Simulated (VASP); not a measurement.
# MoS2 (P6_3/mmc) in VASP: notebook

The runs below take MoS2 through single point, with PBEsol.

Everything below comes from runs of VASP 6.6.1. Logs are shortened: lines on timing, memory, paths and dates and some standing lists are left out, and cuts for length are marked.

**1. The cell of the first run**

Symmetry: P6_3/mmc, No. 194, hexagonal system. The conventional cell has a = 2.758 Å, b = 2.758 Å, c = 10.139 Å, α = 90.00°, β = 90.00°, γ = 120.00°. Mo (site symmetry -6m2) has 6 S at 2.26 Å and 6 Mo at 2.76 Å within 3.0 Å. Within 3.0 Å of S (site symmetry 3m) lie 3 Mo at 2.26 Å and 9 S at 2.45 to 2.76 Å.

**2. Single point, PBEsol**

Input file INCAR:

```
SYSTEM = MoS2
PREC = Accurate ; ENCUT = 520
EDIFF = 1E-6 ; ISMEAR = 0
SIGMA = 0.1 ; LREAL = .False.
LASPH = .True. ; NELM = 80
ALGO = Normal ; ISIF = 2
LWAVE = .False. ; LCHARG = .False.
GGA = PS ; NBANDS = 35
```

Input file KPOINTS:

```
regular mesh
0
Gamma
  12 12 4
  0 0 0
```

Input file POSCAR:

```
MoS2
1.0
    2.7581526630      0.0000000000      0.0000000000
   -1.3790763315      2.3886302737      0.0000000000
    0.0000000000      0.0000000000     10.1393758857
Mo S
2 4
Direct
    0.6666666667      0.3333333333      0.2500000000
    0.3333333333      0.6666666667      0.7500000000
    0.6666666667      0.3333333333      0.5916827004
    0.3333333333      0.6666666667      0.4083172996
    0.6666666667      0.3333333333      0.9083172996
    0.3333333333      0.6666666667      0.0916827004
```

Potentials or basis: VASP PAW PBE potentials, release 64 (Mo_sv, S).

Launch:

```console
$ cat potpaw_PBE.64/Mo_sv/POTCAR potpaw_PBE.64/S/POTCAR > POTCAR
$ mpirun -np 1 vasp_std > vasp.out
```

OUTCAR:

```text
SYSTEM = MoS2
   PREC = Accurate
   ENCUT = 520
   EDIFF = 1E-6
   ISMEAR = 0
   LREAL = .False.
   LASPH = .True.
   NELM = 80
   ISIF = 2
   GGA = PS

 ion  position               nearest neighbor table
   1  0.667  0.333  0.250-   4 2.26   6 2.26   4 2.26   6 2.26   4 2.26   6 2.26
   2  0.333  0.667  0.750-   3 2.26   5 2.26   3 2.26   5 2.26   3 2.26   5 2.26
   3  0.667  0.333  0.592-   2 2.26   2 2.26   2 2.26   4 2.45   4 2.45   4 2.45
   4  0.333  0.667  0.408-   1 2.26   1 2.26   1 2.26   3 2.45   3 2.45   3 2.45
   5  0.667  0.333  0.908-   2 2.26   2 2.26   2 2.26   6 2.45   6 2.45   6 2.45
   6  0.333  0.667  0.092-   1 2.26   1 2.26   1 2.26   5 2.45   5 2.45   5 2.45

  LATTYP: Found a hexagonal cell.
 ALAT       =     2.7581526630
 C/A-ratio  =     3.6761474525

  Lattice vectors:

 A1 = (   2.7581526630,   0.0000000000,   0.0000000000)
 A2 = (  -1.3790763315,   2.3886302737,   0.0000000000)
 A3 = (   0.0000000000,   0.0000000000,  10.1393758857)

Analysis of symmetry for initial positions (statically):
=====================================================================
 Subroutine PRICEL returns:
 Original cell was already a primitive cell.

 Routine SETGRP: Setting up the symmetry group for a
 hexagonal supercell.

 Subroutine GETGRP returns: Found 24 space group operations
 (whereof 12 operations were pure point group operations)
 out of a pool of 24 trial point group operations.

The static configuration has the point symmetry D_3d.
 The point group associated with its full space group is D_6h.

Analysis of symmetry for dynamics (positions and initial velocities):
=====================================================================
 Subroutine PRICEL returns:
 Original cell was already a primitive cell.

 Routine SETGRP: Setting up the symmetry group for a
 hexagonal supercell.

 Subroutine GETGRP returns: Found 24 space group operations
 (whereof 12 operations were pure point group operations)
 out of a pool of 24 trial point group operations.

The dynamic configuration has the point symmetry D_3d.
 The point group associated with its full space group is D_6h.

 Subroutine INISYM returns: Found 24 space group operations
 (whereof 12 operations are pure point group operations),
 and found     1 'primitive' translations

----------------------------------------------------------------------------------------

                                     Primitive cell

  volume of cell :      66.8003

  direct lattice vectors                    reciprocal lattice vectors
     2.758152663  0.000000000  0.000000000     0.362561512  0.209324987  0.000000000
    -1.379076332  2.388630274  0.000000000     0.000000000  0.418649973  0.000000000
     0.000000000  0.000000000 10.139375886     0.000000000  0.000000000  0.098625400

  length of vectors
     2.758152663  2.758152663 10.139375886     0.418649973  0.418649973  0.098625400

  position of ions in fractional coordinates (direct lattice)
     0.666666667  0.333333333  0.250000000
     0.333333333  0.666666667  0.750000000
     0.666666667  0.333333333  0.591682700
     0.333333333  0.666666667  0.408317300
     0.666666667  0.333333333  0.908317300
     0.333333333  0.666666667  0.091682700

  ion indices of the primitive-cell ions
   primitive index   ion index
                 1           1
                 2           2
                 3           3
                 4           4
                 5           5
                 6           6

----------------------------------------------------------------------------------------

 KPOINTS: regular mesh

Automatic generation of k-mesh.
 Grid dimensions read from file:
 generate k-points for:   12   12    4

 Generating k-lattice:

  Cartesian coordinates                     Fractional coordinates (reciprocal lattice)
     0.030213459  0.017443749  0.000000000     0.083333333  0.000000000  0.000000000
     0.000000000  0.034887498  0.000000000     0.000000000  0.083333333  0.000000000
     0.000000000  0.000000000  0.024656350     0.000000000  0.000000000  0.250000000

  Length of vectors
     0.034887498  0.034887498  0.024656350

  Shift w.r.t. Gamma in fractional coordinates (k-lattice)
     0.000000000  0.000000000  0.000000000

 Subroutine IBZKPT returns following result:
 ===========================================

 Found     57 irreducible k-points:

 Following reciprocal coordinates:
            Coordinates               Weight
  0.000000  0.000000  0.000000      1.000000
  0.083333  0.000000  0.000000      6.000000
  0.166667  0.000000  0.000000      6.000000
  0.250000  0.000000  0.000000      6.000000
  0.333333 -0.000000  0.000000      6.000000
  0.416667  0.000000  0.000000      6.000000
[... 16 lines left out ...]
  0.250000  0.000000  0.250000     12.000000
  0.333333 -0.000000  0.250000     12.000000
 [... further k-points ...]
   k-points           NKPTS =     57   k-points in BZ     NKDIM =     57   number of bands    NBANDS=     35
   number of dos      NEDOS =    301   number of ions     NIONS =      6
   total plane-waves  NPLWV =  46080
   dimension x,y,z NGX =    24 NGY =   24 NGZ =   80
   dimension x,y,z NGXF=    48 NGYF=   48 NGZF=  160
   ions per type =               2   4
   NGX,Y,Z   is equivalent  to a cutoff of  14.47, 14.47, 13.12 a.u.
   NGXF,Y,Z  is equivalent  to a cutoff of  28.93, 28.93, 26.23 a.u.
 SYSTEM =  MoS2
   PREC   = accura    normal or accurate (medium, high low for compatibility)
   ISTART =      0    job   : 0-new  1-cont  2-samecut
   ICHARG =      2    charge: 1-file 2-atom 10-const
   ISPIN  =      1    spin polarized calculation?
   LNONCOLLINEAR =      F non collinear calculations
   LSORBIT =      F    spin-orbit coupling
   LASPH  =      T    aspherical Exc in radial PAW
   ENCUT  =  520.0 eV  38.22 Ry    6.18 a.u.   5.13  5.13 18.85*2*pi/ulx,y,z
   NELM   =     80;   NELMIN=  2; NELMDL= -5     # of ELM steps
   EDIFF  = 0.1E-05   stopping-criterion for ELM
   LREAL  =      F    real-space projection
   EDIFFG = 0.1E-04   stopping-criterion for IOM
   NSW    =      0    number of steps for IOM
   IBRION =     -1    ionic relax: 0-MD 1-quasi-New 2-CG
   NFREE  =      0    steps in history (QN), initial steepest desc. (CG)
   ISIF   =      2    stress and relaxation
   ISYM   =      2    0-nonsym 1-usesym 2-fastsym
   POTIM  = 0.5000    time-step for ionic-motion
   TEBEG  =    0.0;   TEEND  =   0.0 temperature during run
   PSTRESS=    0.0 pullay stress
   NELECT =      52.0000    total number of electrons
   NUPDOWN=      -1.0000    fix difference up-down
   EMIN   =  10.00;   EMAX   =-10.00  energy-range for DOS
   EFERMI =   0.00;   METHOD = LEGACY
   ISMEAR =     0;   SIGMA  =   0.10  broadening in eV -4-tet -1-fermi 0-gaus
   EFERMI_NEDOS =   21; number of points for ismear=-14 and -15
   IALGO  =     38    algorithm
   IMIX   =      4    mixing-type and parameters
     AMIX     =   0.40;   BMIX     =  1.00
     AMIX_MAG =   1.60;   BMIX_MAG =  1.00
  volume/ion in A,a.u.               =      11.13        75.13
  Fermi-wavevector in a.u.,A,eV,Ry     =   1.505970  2.845872 30.857294  2.267947
  Thomas-Fermi vector in A             =   2.616749
   LORBIT       =      0    0 simple, 1 ext, 2 COOP (PROOUT), +10 PAW based schemes
   GGA     = PS    functional components
   LHFCALC =     F    Hartree Fock is set to
   AEXX    =    0.0000 exact exchange contribution
   IVDW    =     0    specifies the selected vdW correction
   LEPSILON=     F    determine dielectric tensor
   LRPA    =     F    only Hartree local field effects (RPA)
 non-spin polarized calculation
 Gauss-broadening in eV      SIGMA  =   0.10
  energy-cutoff  :      520.00
  volume of cell :       66.80
 maximum number of plane-waves:      1830
 NGX is ok and might be reduce to    24
   NGX = 11   NGY = 11   NGZ = 37

 number of electron      51.9999999 magnetization

 Free energy of the ion-electron system (eV)
  ---------------------------------------------------
  ext. energy  EPLUGINS =         0.00000000
  ---------------------------------------------------
  free energy    TOTEN  =       -40.09388023 eV

  energy without entropy =      -40.08935307  energy(sigma->0) =      -40.09161665

 E-fermi :  15.2722     XC(G=0): -13.7606

 val. band max:       15.2216643083   @ k =   0.2500   0.1667   0.0000
 cond. band min:      15.2903939050   @ k =   0.0833   0.0000   0.2500
 fundamental gap:      0.0687295968
 Fermi energy:        15.2721808953

 k-point     1 :       0.0000    0.0000    0.0000
  band No.  band energies     occupation
      1     -46.0354      2.00000
      2     -46.0354      2.00000
      3     -20.6423      2.00000
      4     -20.6335      2.00000
      5     -19.5771      2.00000
      6     -19.5771      2.00000
[... 27 lines left out ...]
     34      18.9523      0.00000
     35      22.0572      0.00000

 k-point     2 :       0.0833    0.0000    0.0000
  band No.  band energies     occupation
      1     -46.0203      2.00000
      2     -46.0203      2.00000
      3     -20.6191      2.00000
      4     -20.6107      2.00000
      5     -19.6846      2.00000
      6     -19.6846      2.00000
[... 27 lines left out ...]
     34      18.8982      0.00000
     35      22.7193      0.00000

 k-point     3 :       0.1667    0.0000    0.0000
  band No.  band energies     occupation
      1     -45.9787      2.00000
      2     -45.9787      2.00000
      3     -20.5551      2.00000
      4     -20.5478      2.00000
      5     -19.9716      2.00000
      6     -19.9714      2.00000
[... 27 lines left out ...]
     34      19.4473      0.00000
     35      22.1675      0.00000
[... 723 lines left out ...]
 k-point    23 :       0.2500    0.0000    0.2500
  band No.  band energies     occupation
      1     -45.9214      2.00000
      2     -45.9214      2.00000
      3     -20.4657      2.00000
      4     -20.4617      2.00000
      5     -20.3490      2.00000
      6     -20.3487      2.00000
[... 27 lines left out ...]
     34      20.1163      0.00000
     35      21.2857      0.00000

 k-point    24 :       0.3333   -0.0000    0.2500
  band No.  band energies     occupation
      1     -45.8634      2.00000
      2     -45.8634      2.00000
      3     -20.7114      2.00000
      4     -20.7112      2.00000
      5     -20.3759      2.00000
      6     -20.3731      2.00000
[... 27 lines left out ...]
     34      20.4933      0.00000
     35      20.5022      0.00000

 [... further k-points ...]

------------------------ aborting loop because EDIFF is reached ----------------------------------------

  FORCE on cell =-STRESS in cart. coord.  units (eV):
  Direction    XX          YY          ZZ          XY          YZ          ZX
  --------------------------------------------------------------------------------------
  -------------------------------------------------------------------------------------
  Total       37.6742700     37.6742700     37.6583051     -0.0000000     -0.0000000      0.0000000
  in kB      903.6015601    903.6015601    903.2186495     -0.0000000     -0.0000000      0.0000000
  external PRESSURE =     903.4739233 kB  Pullay stress =       0.0000000 kB

 VOLUME and BASIS-vectors are now :
 -----------------------------------------------------------------------------
  energy-cutoff  :      520.00
  volume of cell :       66.80
      direct lattice vectors                 reciprocal lattice vectors
     2.758152663  0.000000000  0.000000000     0.362561512  0.209324987  0.000000000
    -1.379076332  2.388630274  0.000000000     0.000000000  0.418649973  0.000000000
     0.000000000  0.000000000 10.139375886     0.000000000  0.000000000  0.098625400

 POSITION                                       TOTAL-FORCE (eV/Angst)
 -----------------------------------------------------------------------------------
      1.37908      0.79621      2.53484        -0.000000      0.000000      0.000000
     -0.00000      1.59242      7.60453         0.000000     -0.000000      0.000000
      1.37908      0.79621      5.99929         0.000000     -0.000000      0.048473
     -0.00000      1.59242      4.14008        -0.000000      0.000000     -0.048473
      1.37908      0.79621      9.20977        -0.000000      0.000000     -0.048473
     -0.00000      1.59242      0.92961         0.000000      0.000000      0.048473
 -----------------------------------------------------------------------------------
    total drift:                               -0.000000      0.000000     -0.000000

  FREE ENERGIE OF THE ION-ELECTRON SYSTEM (eV)
  ---------------------------------------------------
  free  energy   TOTEN  =       -40.0938802276 eV

  energy  without entropy=      -40.0893530667  energy(sigma->0) =      -40.09161665
```

It took 3.1 min on 1 thread of Intel Xeon Platinum 8488C (Sapphire Rapids), shared host; peak memory 0.26 GiB.

Results:

```yaml
Free_energy: -40.0939 eV
Pressure: 90.3 GPa
Largest_force: 0.048 eV/Å
Band_gap_on_the_k_mesh: zero (band 26 reaches 16.59 eV, above the bottom of band 27 at 14.49 eV)
```

Forces on the atoms (eV/Å):
```
Mo   0.000  0.000  0.000
Mo   0.000  0.000  0.000
S    0.000  0.000  0.048
S    0.000  0.000 -0.048
S    0.000  0.000 -0.048
S    0.000  0.000  0.048
```

Levels at points of the mesh, in eV from the Fermi level:
```csv
k point,band 23,band 24,band 25,band 26,band 27,band 28,band 29,band 30
"(0.00, 0.00, 0.00)",-1.45,-1.45,1.18,1.32,1.67,1.67,2.56,2.56
"(0.50, 0.00, 0.00)",-2.89,-2.16,-2.12,-0.28,1.88,2.15,3.10,3.29
"(0.00, 0.00, 0.50)",-1.78,-1.78,1.29,1.29,2.15,2.15,2.15,2.15
"(0.50, 0.00, 0.50)",-2.14,-2.14,-1.66,-1.66,2.87,2.87,3.19,3.19
```

Caveat: the PAW data sets were made with another functional, which shifts forces and pressure a little.

**3. Single point, PBEsol**

This run uses another cell than the first one, of 12.51 Å³/atom, 1.124 times its volume.

Input file INCAR:

```
ALGO = Normal
EDIFF = 1E-6
ENCUT = 520
GGA = PS
ISIF = 2
ISMEAR = 0
LASPH = T
LCHARG = F
LREAL = F
LWAVE = F
NBANDS = 35
NELM = 60
PREC = Accurate
SIGMA = 0.1
```

Input file KPOINTS:

```
k-points
0
Gamma
  12 12 4
```

Input file POSCAR:

```
MoS2
1.0
    2.8802163777      0.0000000000      0.0000000000
   -1.4401081889      2.4943405515      0.0000000000
    0.0000000000      0.0000000000     10.4468036750
Mo S
2 4
Direct
    0.6666666667      0.3333333333      0.2500000000
    0.3333333333      0.6666666667      0.7500000000
    0.6666666667      0.3333333333      0.5978605364
    0.3333333333      0.6666666667      0.4021394636
    0.6666666667      0.3333333333      0.9021394636
    0.3333333333      0.6666666667      0.0978605364
```

Potentials or basis: VASP PAW PBE potentials, release 64 (Mo_sv, S).

Launch:

```console
$ cat potpaw_PBE.64/Mo_sv/POTCAR potpaw_PBE.64/S/POTCAR > POTCAR
$ mpirun -np 1 vasp_std > vasp.out
```

Wall time 2.9 min (1 thread of Intel Xeon Platinum 8488C (Sapphire Rapids), shared host); peak memory 0.27 GiB.

The run converged. Its results:

```
Free energy            : -43.6408 eV
Pressure               : 50.1 GPa
Largest force          : 0.038 eV/Å
Band gap on the k mesh : zero (band 26 reaches 13.83 eV, above the bottom of band 27 at 12.69 eV)
```

Forces in eV/Å, atoms in the order of the input:
```
Mo   0.000  0.000  0.000
Mo   0.000  0.000  0.000
S    0.000  0.000  0.038
S    0.000  0.000 -0.038
S    0.000  0.000 -0.038
S    0.000  0.000  0.038
```

Levels at points of the mesh, in eV from the Fermi level:
```csv
k point,band 22,band 23,band 24,band 25,band 26,band 27,band 28,band 29,band 30,band 31
"(0.00, 0.00, 0.00)",-2.34,-1.92,-1.92,0.40,0.65,1.75,1.75,2.25,2.25,2.43
"(0.50, 0.00, 0.00)",-3.07,-2.59,-2.21,-1.95,-0.86,1.87,2.45,2.45,2.62,2.86
"(0.00, 0.00, 0.50)",-2.14,-2.14,-2.14,0.58,0.58,2.02,2.02,2.02,2.02,2.74
"(0.50, 0.00, 0.50)",-3.76,-2.05,-2.05,-1.76,-1.76,2.45,2.45,2.66,2.66,3.64
```

Caveat: the PAW data sets were made with another functional, which shifts forces and pressure a little.

**4. Single point, PBEsol**

This run uses another cell than the first one, of 13.95 Å³/atom, 1.253 times its volume.

Input file INCAR:

```
  PREC = Accurate
  ENCUT = 520
  EDIFF = 1E-6
  ISMEAR = 0
  SIGMA = 0.01
  LREAL = False
  LASPH = True
  NELM = 80
  ALGO = Normal
  ISIF = 2
  LWAVE = False
  LCHARG = False
  GGA = PS
  NBANDS = 35
```

Input file KPOINTS:

```
regular mesh
0
Gamma
  12 12 4
```

Input file POSCAR:

```
MoS2
1.0
    2.9850963368      0.0000000000      0.0000000000
   -1.4925481684      2.5851692605      0.0000000000
    0.0000000000      0.0000000000     10.8487299611
Mo S
2 4
Direct
    0.6666666667      0.3333333333      0.2500000000
    0.3333333333      0.6666666667      0.7500000000
    0.6666666667      0.3333333333      0.6047282110
    0.3333333333      0.6666666667      0.3952717890
    0.6666666667      0.3333333333      0.8952717890
    0.3333333333      0.6666666667      0.1047282110
```

Launch:

```console
$ cat potpaw_PBE.64/Mo_sv/POTCAR potpaw_PBE.64/S/POTCAR > POTCAR
$ mpirun -np 1 vasp_std > vasp.out
```

Run time: 3 min. Hardware: 1 thread of Intel Xeon Platinum 8488C (Sapphire Rapids), shared host; peak memory 0.28 GiB.

It converged, with:

* Free energy: -45.6416 eV
* Pressure: 25.0 GPa
* Largest force: 0.017 eV/Å
* Band gap on the k mesh: zero (band 26 reaches 11.56 eV, above the bottom of band 27 at 11.39 eV)

Forces on the atoms (eV/Å):
```
Mo   0.000  0.000  0.000
Mo   0.000  0.000  0.000
S    0.000  0.000  0.017
S    0.000  0.000 -0.017
S    0.000  0.000 -0.017
S    0.000  0.000  0.017
```

Levels at points of the mesh, in eV from the Fermi level:
| k point | band 23 | band 24 | band 25 | band 26 | band 27 | band 28 | band 29 | band 30 |
| --- | --- | --- | --- | --- | --- | --- | --- | --- |
| (0.00, 0.00, 0.00) | -2.26 | -2.26 | -0.32 | 0.17 | 1.81 | 1.81 | 2.00 | 2.00 |
| (0.50, 0.00, 0.00) | -2.39 | -2.20 | -1.87 | -1.35 | 1.78 | 1.85 | 1.99 | 2.62 |
| (0.00, 0.00, 0.50) | -2.39 | -2.39 | 0.02 | 0.02 | 1.90 | 1.90 | 1.90 | 1.90 |
| (0.50, 0.00, 0.50) | -1.99 | -1.99 | -1.88 | -1.88 | 1.88 | 1.88 | 2.32 | 2.32 |

Caveat: the PAW data sets were made with another functional, which shifts forces and pressure a little.

**5. Overview**

| cell | smearing | gap on the mesh (eV) | pressure (GPa) | largest force (eV/Å) |
| --- | --- | --- | --- | --- |
| a = 2.758, b = 2.758, c = 10.139 Å, angles 90.0, 90.0, 120.0°, 6 atoms | gaussian 0.1 eV | none | 90.3 | 0.05 |
| a = 2.880, b = 2.880, c = 10.447 Å, angles 90.0, 90.0, 120.0°, 6 atoms | gaussian 0.1 eV | none | 50.1 | 0.04 |
| a = 2.985, b = 2.985, c = 10.849 Å, angles 90.0, 90.0, 120.0°, 6 atoms | gaussian 0.01 eV | none | 25.0 | 0.02 |

Alike in all rows: task single point; level PBEsol; potentials or basis VASP PAW PBE potentials, release 64 (Mo_sv, S); no spin polarisation; k mesh 12 × 12 × 4; cutoff (eV) 520.

Caveats: the PAW data sets were made with another functional, which shifts forces and pressure a little.

Total energies depend on the potentials used, so only differences within one code and one set of settings carry meaning.
